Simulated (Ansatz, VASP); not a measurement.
# Ga2Sn: VASP beside Ansatz

POSCAR

```
Ga2Sn
1.0
    2.5097670000      4.3470410000      0.0000000000
   -2.5097670000      4.3470410000      0.0000000000
    0.0000000000      0.0000000000      6.6008130000
Ga Sn
4 2
Direct
    0.0000000000      0.0000000000      0.0000000000
    0.0000000000      0.0000000000      0.5000000000
    0.3333000000      0.3334000000      0.7500000000
    0.6666000000      0.6667000000      0.2500000000
    0.3333000000      0.3334000000      0.2500000000
    0.6666000000      0.6667000000      0.7500000000
```

Contents of INCAR.step1:

```
SYSTEM = Ga2Sn
ALGO = Normal
EDIFF = 1E-4
ENCUT = 520
GGA = PE
ISMEAR = -1
LASPH = .TRUE.
LCHARG = .FALSE.
LREAL = .FALSE.
LWAVE = .TRUE.
NBANDS = 49
NELM = 80
PREC = Accurate
SIGMA = 0.1
```

The input INCAR.step2:

```
SYSTEM = Ga2Sn
ALGO = Normal
EDIFF = 1E-7
ENCUT = 520
ISIF = 2
ISMEAR = -1
ISTART = 1
LASPH = .TRUE.
LCHARG = .TRUE.
LELF = .TRUE.
LMIXTAU = .TRUE.
LREAL = .FALSE.
LVHAR = .TRUE.
LWAVE = .FALSE.
METAGGA = R2SCAN
NBANDS = 49
NELM = 80
PREC = Accurate
SIGMA = 0.1
```

File KPOINTS:

```
k-points
0
G
  4 4 3
  0 0 0
```

Input for Ansatz:

```yaml
crystal:
  lattice:
    - [2.509767, 4.347041, 0.0]
    - [-2.509767, 4.347041, 0.0]
    - [0.0, 0.0, 6.600813]
  atoms:
    - { symbol: Ga, position: [0.0, 0.0, 0.0] }
    - { symbol: Ga, position: [0.0, 0.0, 0.5] }
    - { symbol: Ga, position: [0.3333, 0.3334, 0.75] }
    - { symbol: Ga, position: [0.6666, 0.6667, 0.25] }
    - { symbol: Sn, position: [0.3333, 0.3334, 0.25] }
    - { symbol: Sn, position: [0.6666, 0.6667, 0.75] }
  symmetry: { tolerance: 0.0003 }
kpoints:
  mp_grid: { grid: [4, 4, 3], shift: [0, 0, 0] }
magnetization:
  spin_polarized: false
scf:
  occupations: { method: fermi_dirac }
hamiltonian:
  pseudopotentials: { kind: paw }
  xc: r2scan
basis:
  ecutwfc: 500
output:
  forces: true
  stress: true
  eigenvalues: true
  write_density: true
  write_potential: true
  elf: true
  volumetric_format: npy
```

Alike in both runs: task single point; functional r2SCAN; k mesh 4 × 4 × 3; no spin polarisation.

```csv
,VASP,Ansatz
version,VASP 6.6.1,Ansatz 0.2.0
potentials or method,"VASP PAW PBE potentials, release 64 (Ga_d, Sn_d), cutoff 520 eV",PAW plane waves
occupations,"fermi-dirac, width 0.1 eV",fermi-dirac
valence electrons in the cell,80,80
```

Ansatz gave:

```
gap on the k mesh at the Fermi level (eV)                     : none
pressure (GPa)                                                : -3.0
traceless stress, the component that is largest in VASP (GPa) : -0.37
```

Task: Estimate VASP's values.

Result: gap on the k mesh at the Fermi level (eV): none; pressure (GPa): -2.9; traceless stress, the component that is largest in VASP (GPa): -0.38.

VASP's potentials were made for PBE, not for r2SCAN. A gap of «none» marks a metal or a gap that the smearing closes. Ansatz's warnings: structure snapped to symmetry.

The k mesh is coarse, so the values compare programs but aren't converged.
